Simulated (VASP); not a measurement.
# ZrScF4 (P4/mmm) in VASP: a series of runs

Runs on ZrScF4. Level: PBE. Tasks: relaxation of cell and atoms, single point.

All numbers are computed with VASP 6.6.1; they aren't measurements. Logs are shortened: lines on timing, memory, paths and dates and some standing lists are left out, and cuts for length are marked.

## Step 1: The cell of the first run

The structure is tetragonal, space group P4/mmm (No. 123). Conventional cell: a = 3.463 Å, b = 3.463 Å, c = 6.339 Å, α = 90.00°, β = 90.00°, γ = 90.00°. Zr (site symmetry 4/mmm) has 8 F at 2.55 Å and 4 Zr at 3.46 Å within 3.5 Å. Sc (site symmetry 4/mmm) has 8 F at 2.16 Å within 2.9 Å. F (site symmetry 2mm) has 2 Sc at 2.16 Å and 5 F at 2.45 to 2.58 Å and 2 Zr at 2.55 Å within 2.9 Å.

## Step 2: Relaxation of cell and atoms, PBE

The input, INCAR:

```
SYSTEM = ZrScF4
  ALGO = Normal
  EDIFF = 1E-6
  EDIFFG = -0.01
  ENCUT = 600
  GGA = PE
  IBRION = 2
  ISIF = 3
  ISMEAR = 0
  LASPH = .True.
  LCHARG = .False.
  LREAL = .False.
  LWAVE = .False.
  NELM = 80
  NSW = 100
  PREC = Accurate
  SIGMA = 0.1
```

The input, KPOINTS:

```
k-points
0
Gamma
  12 12 6
  0 0 0
```

The input, POSCAR:

```
ZrScF4
1.0
    3.4633136012      0.0000000000      0.0000000000
    0.0000000000      3.4633136012      0.0000000000
    0.0000000000      0.0000000000      6.3385452569
Zr Sc F
1 1 4
Direct
    0.5000000000      0.5000000000      0.5000000000
    0.0000000000      0.0000000000      0.0000000000
    0.5000000000      0.0000000000      0.2038798668
    0.0000000000      0.5000000000      0.7961201332
    0.5000000000      0.0000000000      0.7961201332
    0.0000000000      0.5000000000      0.2038798668
```

Potentials or basis: VASP PAW PBE potentials, release 64 (Zr_sv, Sc_sv, F).

Launch:

```bash
> cat potpaw_PBE.64/Zr_sv/POTCAR potpaw_PBE.64/Sc_sv/POTCAR potpaw_PBE.64/F/POTCAR > POTCAR
> mpirun -np 1 vasp_std > vasp.out
```

OUTCAR:

```text
SYSTEM = ZrScF4
   EDIFF = 1E-6
   EDIFFG = -0.01
   ENCUT = 600
   GGA = PE
   IBRION = 2
   ISIF = 3
   ISMEAR = 0
   LASPH = .True.
   LREAL = .False.
   NELM = 80
   NSW = 100
   PREC = Accurate

 ion  position               nearest neighbor table
   1  0.500  0.500  0.500-   3 2.55   4 2.55   5 2.55   6 2.55   3 2.55   5 2.55   4 2.55   6 2.55

   2  0.000  0.000  0.000-   3 2.16   4 2.16   5 2.16   6 2.16   4 2.16   6 2.16   3 2.16   5 2.16

   3  0.500  0.000  0.204-   2 2.16   2 2.16   1 2.55   1 2.55
   4  0.000  0.500  0.796-   2 2.16   2 2.16   1 2.55   1 2.55
   5  0.500  0.000  0.796-   2 2.16   2 2.16   1 2.55   1 2.55
   6  0.000  0.500  0.204-   2 2.16   2 2.16   1 2.55   1 2.55

  LATTYP: Found a simple tetragonal cell.
 ALAT       =     3.4633136012
 C/A-ratio  =     1.8301967384

  Lattice vectors:

 A1 = (   3.4633136012,   0.0000000000,   0.0000000000)
 A2 = (   0.0000000000,   3.4633136012,   0.0000000000)
 A3 = (   0.0000000000,   0.0000000000,   6.3385452569)

Analysis of symmetry for initial positions (statically):
=====================================================================
 Subroutine PRICEL returns:
 Original cell was already a primitive cell.

 Routine SETGRP: Setting up the symmetry group for a
 simple tetragonal supercell.

 Subroutine GETGRP returns: Found 16 space group operations
 (whereof 16 operations were pure point group operations)
 out of a pool of 16 trial point group operations.

The static configuration has the point symmetry D_4h.

Analysis of symmetry for dynamics (positions and initial velocities):
=====================================================================
 Subroutine PRICEL returns:
 Original cell was already a primitive cell.

 Routine SETGRP: Setting up the symmetry group for a
 simple tetragonal supercell.

 Subroutine GETGRP returns: Found 16 space group operations
 (whereof 16 operations were pure point group operations)
 out of a pool of 16 trial point group operations.

The dynamic configuration has the point symmetry D_4h.

 Subroutine INISYM returns: Found 16 space group operations
 (whereof 16 operations are pure point group operations),
 and found     1 'primitive' translations

----------------------------------------------------------------------------------------

                                     Primitive cell

  volume of cell :      76.0279

  direct lattice vectors                    reciprocal lattice vectors
     3.463313601  0.000000000  0.000000000     0.288740817  0.000000000  0.000000000
     0.000000000  3.463313601  0.000000000     0.000000000  0.288740817  0.000000000
     0.000000000  0.000000000  6.338545257     0.000000000  0.000000000  0.157764907

  length of vectors
     3.463313601  3.463313601  6.338545257     0.288740817  0.288740817  0.157764907

  position of ions in fractional coordinates (direct lattice)
     0.500000000  0.500000000  0.500000000
     0.000000000  0.000000000  0.000000000
     0.500000000  0.000000000  0.203879867
     0.000000000  0.500000000  0.796120133
     0.500000000  0.000000000  0.796120133
     0.000000000  0.500000000  0.203879867

  ion indices of the primitive-cell ions
   primitive index   ion index
                 1           1
                 2           2
                 3           3
                 4           4
                 5           5
                 6           6

----------------------------------------------------------------------------------------

 KPOINTS: k-points

Automatic generation of k-mesh.
 Grid dimensions read from file:
 generate k-points for:   12   12    6

 Generating k-lattice:

  Cartesian coordinates                     Fractional coordinates (reciprocal lattice)
     0.024061735  0.000000000  0.000000000     0.083333333  0.000000000  0.000000000
     0.000000000  0.024061735  0.000000000     0.000000000  0.083333333  0.000000000
     0.000000000  0.000000000  0.026294151     0.000000000  0.000000000  0.166666667

  Length of vectors
     0.024061735  0.024061735  0.026294151

  Shift w.r.t. Gamma in fractional coordinates (k-lattice)
     0.000000000  0.000000000  0.000000000

 Subroutine IBZKPT returns following result:
 ===========================================

 Found    112 irreducible k-points:

 Following reciprocal coordinates:
            Coordinates               Weight
  0.000000  0.000000  0.000000      1.000000
  0.083333  0.000000  0.000000      4.000000
  0.166667  0.000000  0.000000      4.000000
  0.250000  0.000000  0.000000      4.000000
  0.333333  0.000000  0.000000      4.000000
  0.416667  0.000000  0.000000      4.000000
[... 16 lines left out ...]
  0.333333  0.333333  0.000000      4.000000
  0.416667  0.333333  0.000000      8.000000
 [... further k-points ...]
   k-points           NKPTS =    112   k-points in BZ     NKDIM =    112   number of bands    NBANDS=     30
   number of dos      NEDOS =    301   number of ions     NIONS =      6
   total plane-waves  NPLWV =  42336
   dimension x,y,z NGX =    28 NGY =   28 NGZ =   54
   dimension x,y,z NGXF=    56 NGYF=   56 NGZF=  108
   ions per type =               1   1   4
   NGX,Y,Z   is equivalent  to a cutoff of  13.44, 13.44, 14.16 a.u.
   NGXF,Y,Z  is equivalent  to a cutoff of  26.88, 26.88, 28.33 a.u.
 SYSTEM =  ZrScF4
   PREC   = accura    normal or accurate (medium, high low for compatibility)
   ISTART =      0    job   : 0-new  1-cont  2-samecut
   ICHARG =      2    charge: 1-file 2-atom 10-const
   ISPIN  =      1    spin polarized calculation?
   LNONCOLLINEAR =      F non collinear calculations
   LSORBIT =      F    spin-orbit coupling
   LASPH  =      T    aspherical Exc in radial PAW
   ENCUT  =  600.0 eV  44.10 Ry    6.64 a.u.   6.92  6.92 12.66*2*pi/ulx,y,z
   NELM   =     80;   NELMIN=  2; NELMDL= -5     # of ELM steps
   EDIFF  = 0.1E-05   stopping-criterion for ELM
   LREAL  =      F    real-space projection
   EDIFFG = -.1E-01   stopping-criterion for IOM
   NSW    =    100    number of steps for IOM
   IBRION =      2    ionic relax: 0-MD 1-quasi-New 2-CG
   NFREE  =      1    steps in history (QN), initial steepest desc. (CG)
   ISIF   =      3    stress and relaxation
   ISYM   =      2    0-nonsym 1-usesym 2-fastsym
   POTIM  = 0.5000    time-step for ionic-motion
   TEBEG  =    0.0;   TEEND  =   0.0 temperature during run
   PSTRESS=    0.0 pullay stress
   NELECT =      51.0000    total number of electrons
   NUPDOWN=      -1.0000    fix difference up-down
   EMIN   =  10.00;   EMAX   =-10.00  energy-range for DOS
   EFERMI =   0.00;   METHOD = LEGACY
   ISMEAR =     0;   SIGMA  =   0.10  broadening in eV -4-tet -1-fermi 0-gaus
   EFERMI_NEDOS =   21; number of points for ismear=-14 and -15
   IALGO  =     38    algorithm
   IMIX   =      4    mixing-type and parameters
     AMIX     =   0.40;   BMIX     =  1.00
     AMIX_MAG =   1.60;   BMIX_MAG =  1.00
  volume/ion in A,a.u.               =      12.67        85.51
  Fermi-wavevector in a.u.,A,eV,Ry     =   1.433091  2.708150 27.942968  2.053750
  Thomas-Fermi vector in A             =   2.552647
   LORBIT       =      0    0 simple, 1 ext, 2 COOP (PROOUT), +10 PAW based schemes
   GGA     = PE    functional components
   LHFCALC =     F    Hartree Fock is set to
   AEXX    =    0.0000 exact exchange contribution
   IVDW    =     0    specifies the selected vdW correction
   LEPSILON=     F    determine dielectric tensor
   LRPA    =     F    only Hartree local field effects (RPA)
 conjugate gradient relaxation of ions
 non-spin polarized calculation
 Gauss-broadening in eV      SIGMA  =   0.10
  energy-cutoff  :      600.00
  volume of cell :       76.03
 maximum number of plane-waves:      2564
 NGX is ok and might be reduce to    28
   NGX = 13   NGY = 13   NGZ = 25

--------------------------------------- Ionic step        1  -------------------------------------------

 number of electron      50.9999990 magnetization

 Free energy of the ion-electron system (eV)
  ---------------------------------------------------
  ext. energy  EPLUGINS =         0.00000000
  ---------------------------------------------------
  free energy    TOTEN  =       -39.30382103 eV

  energy without entropy =      -39.28321320  energy(sigma->0) =      -39.29351711

------------------------ aborting loop because EDIFF is reached ----------------------------------------

  FORCE on cell =-STRESS in cart. coord.  units (eV):
  Direction    XX          YY          ZZ          XY          YZ          ZX
  --------------------------------------------------------------------------------------
  -------------------------------------------------------------------------------------
  Total        0.0599203      0.0599203      0.1357565      0.0000000      0.0000000      0.0000000
  in kB        1.2627317      1.2627317      2.8608698      0.0000000      0.0000000      0.0000000
  external PRESSURE =       1.7954444 kB  Pullay stress =       0.0000000 kB
[... 265 lines left out ...]
  energy  without entropy=      -39.2889567752  energy(sigma->0) =      -39.29905557

--------------------------------------- Ionic step        8  -------------------------------------------

 number of electron      50.9999973 magnetization

 Free energy of the ion-electron system (eV)
  ---------------------------------------------------
  ext. energy  EPLUGINS =         0.00000000
  ---------------------------------------------------
  free energy    TOTEN  =       -39.30922057 eV

  energy without entropy =      -39.28901135  energy(sigma->0) =      -39.29911596

 E-fermi :   7.4059     XC(G=0): -10.7560

 val. band max:        7.3997059948   @ k =   0.1667   0.0833   0.0000
 cond. band min:       7.4137467381   @ k =   0.4167   0.3333   0.3333
 fundamental gap:      0.0140407434
 Fermi energy:         7.4059021222

 k-point     1 :       0.0000    0.0000    0.0000
  band No.  band energies     occupation
      1     -44.4742      2.00000
      2     -43.3706      2.00000
      3     -23.5443      2.00000
      4     -23.0610      2.00000
      5     -23.0610      2.00000
      6     -21.7662      2.00000
[... 781 lines left out ...]
     29       8.5634      0.00000
     30       8.6731      0.00000

 [... further k-points ...]

------------------------ aborting loop because EDIFF is reached ----------------------------------------

  FORCE on cell =-STRESS in cart. coord.  units (eV):
  Direction    XX          YY          ZZ          XY          YZ          ZX
  --------------------------------------------------------------------------------------
  -------------------------------------------------------------------------------------
  Total        0.0373327      0.0373327     -0.0109253      0.0000000     -0.0000000     -0.0000000
  in kB        0.7917067      0.7917067     -0.2316895      0.0000000     -0.0000000     -0.0000000
  external PRESSURE =       0.4505746 kB  Pullay stress =       0.0000000 kB
[... 21 lines left out ...]
  FREE ENERGIE OF THE ION-ELECTRON SYSTEM (eV)
  ---------------------------------------------------
  free  energy   TOTEN  =       -39.3092205736 eV

  energy  without entropy=      -39.2890113460  energy(sigma->0) =      -39.29911596

 reached required accuracy - stopping structural energy minimisation
```

It took 27 min on 1 thread of Intel Xeon 6975P-C (Granite Rapids), shared host; peak memory 0.43 GiB.

What came out:

```yaml
Free_energy: -39.3092 eV
Relaxed_volume: 12.59 Å³/atom
Relaxed_cell: a = 3.457 Å, b = 3.457 Å, c = 6.322 Å, α = 90.00°, β = 90.00°, γ = 90.00°
Space_group_after_relaxing_to_0.1_Å: P4/mmm (No. 123)
Energy_gained_by_relaxing: 0.9 meV/atom
Ionic_steps: 8
Pressure_after_relaxing: 0.0 GPa
Band_gap_on_the_k_mesh: zero (an odd number of electrons rules out a gap without spin polarisation)
```

Step by step:
```tsv
step	energy change (eV)	largest force (eV/Å)	pressure (GPa)	volume (Å³)
1	0.0000	0.1087	0.18	76.03
2	-0.0018	0.0727	-0.26	76.18
3	-0.0024	0.0221	-0.84	76.41
4	-0.0033	0.0141	-0.74	76.28
5	-0.0048	0.0116	-0.48	75.91
6	-0.0050	0.0224	-0.32	75.73
7	-0.0053	0.0092	-0.10	75.62
8	-0.0054	0.0002	0.05	75.55
```

Final structure:
```
CELL_PARAMETERS angstrom
3.45701 0.00000 0.00000
0.00000 3.45701 0.00000
0.00000 0.00000 6.32170
ATOMIC_POSITIONS crystal
Zr 0.50000 0.50000 0.50000
Sc 0.00000 0.00000 0.00000
F 0.50000 0.00000 0.20812
F 0.00000 0.50000 0.79188
F 0.50000 0.00000 0.79188
F 0.00000 0.50000 0.20812
```

Levels at points of the mesh, in eV from the Fermi level:
```csv
k point,band 21,band 22,band 23,band 24,band 25,band 26,band 27,band 28,band 29,band 30
"(0.00, 0.00, 0.00)",-6.74,-6.74,-6.56,-6.56,-2.39,-0.82,-0.29,0.65,1.01,1.50
"(0.50, 0.00, 0.00)",-7.89,-7.88,-7.79,-7.63,-0.85,0.54,0.60,0.69,1.08,1.42
"(0.50, 0.50, 0.00)",-6.85,-6.37,-6.18,-6.05,-1.61,-0.29,0.95,0.95,1.06,1.88
"(0.00, 0.00, 0.50)",-6.63,-6.63,-6.61,-6.61,-2.09,-0.35,-0.04,0.66,1.70,1.71
"(0.50, 0.00, 0.50)",-8.12,-7.83,-7.62,-7.56,-0.81,0.42,0.44,0.60,0.69,1.71
"(0.50, 0.50, 0.50)",-6.85,-6.37,-6.14,-6.09,-1.55,-0.06,1.02,1.29,1.29,1.59
```

Caveat: an odd number of electrons without spin polarisation forces a metal; a magnetic or distorted state may lie lower.

(Part 1 of 2 ends here.)
